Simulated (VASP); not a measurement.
BN, 4 atoms in the cell. It takes space group P2_1 (No. 4, monoclinic). The conventional cell has a = 2.555 Å, b = 4.225 Å, c = 2.555 Å, α = 90.00°, β = 120.00°, γ = 90.00°. B (site symmetry 1) has 4 N at 1.56 to 1.59 Å within 2.1 Å. N (site symmetry 1) has 4 B at 1.56 to 1.59 Å within 2.1 Å.  This cell differs from its parent crystal: mode 4 (471.6 1/cm) frozen in, largest displacement +0.075 Å.

| Property | Result |
| --- | --- |
| Program | VASP 6.6.1 |
| Task | single point |
| Functional | PBE |
| Potentials or basis | VASP PAW PBE potentials, release 64 (B, N) |
| Cutoff | 520 eV |
| k mesh | 12 × 12 × 6 |
| Occupations | gaussian, width 0.05 eV |
| Spin | no spin polarisation |
| Dipole correction | no |
| Further INCAR settings | ALGO = Normal; EDIFF = 1e-06; NBANDS = 16 |

Potentials or basis: VASP PAW PBE potentials, release 64 (B, N).

Launch:

```sh
$ cat potpaw_PBE.64/B/POTCAR potpaw_PBE.64/N/POTCAR > POTCAR
$ mpirun -np 1 vasp_std > vasp.out
```

Hardware: 1 thread of Intel(R) Xeon(R) 6975P-C (Granite Rapids) (shared host).

Q: How long does it take, and how much memory?

A: Wall time 43 s on 1 thread of Intel(R) Xeon(R) 6975P-C (Granite Rapids), with other jobs on the host, peak memory 0.2 GiB. Counts: scf iterations 13, k points 296.
